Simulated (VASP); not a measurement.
Set up this calculation in VASP 6.6.1, as the native input.

* Task: single point
* Functional: PBE
* Potentials or basis: VASP PAW PBE potentials, release 64 (F, O)
* Cutoff: 520 eV
* k mesh: 8 × 8 × 8
* Occupations: fermi-dirac, width 0.0612256 eV
* Spin: no spin polarisation
* Dipole correction: no
* Further INCAR settings: ALGO = Normal; EDIFF = 1e-06; NBANDS = 43

The structure of O3F2 lies in POSCAR:

```
O3F2
1.0
    4.8613898756      0.0000000000      0.0000000000
    0.0000000000      4.8613898756      0.0000000000
    0.0000000000      0.0000000000      4.8613898756
F O
4 6
Direct
    0.2500000000      0.2500000000      0.2500000000
    0.7500000000      0.7500000000      0.2500000000
    0.7500000000      0.2500000000      0.7500000000
    0.2500000000      0.7500000000      0.7500000000
    0.5000000000      0.0000000000      0.0000000000
    0.0000000000      0.5000000000      0.0000000000
    0.0000000000      0.0000000000      0.5000000000
    0.5000000000      0.5000000000      0.0000000000
    0.5000000000      0.0000000000      0.5000000000
    0.0000000000      0.5000000000      0.5000000000
```

The input as run:

INCAR

```
SYSTEM = O3F2
PREC = Accurate ; ENCUT = 520
EDIFF = 1E-6 ; ISMEAR = -1
SIGMA = 0.06122561905347299 ; LREAL = .FALSE.
LASPH = .TRUE. ; NELM = 60
ALGO = Normal ; ISIF = 2
LWAVE = .FALSE. ; LCHARG = .TRUE.
GGA = PE ; LELF = .TRUE.
LVHAR = .TRUE. ; NBANDS = 43
```

KPOINTS

```
Automatic mesh
0
G
  8 8 8
  0 0 0
```

Potentials or basis: VASP PAW PBE potentials, release 64 (F, O).

Command:

```console
$ cat potpaw_PBE.64/F/POTCAR potpaw_PBE.64/O/POTCAR > POTCAR
$ mpirun -np 1 vasp_std > vasp.out
```

It gave:

| Quantity | Value |
| --- | --- |
| Pressure | -1.9 GPa |
| Band gap on the k mesh | zero (bands 32 and 33 overlap by 0.32 eV) |

Wall time 96 s on 1 thread of Oxide Virtual Turin-like Processor (shared host), peak memory 0.23 GiB.
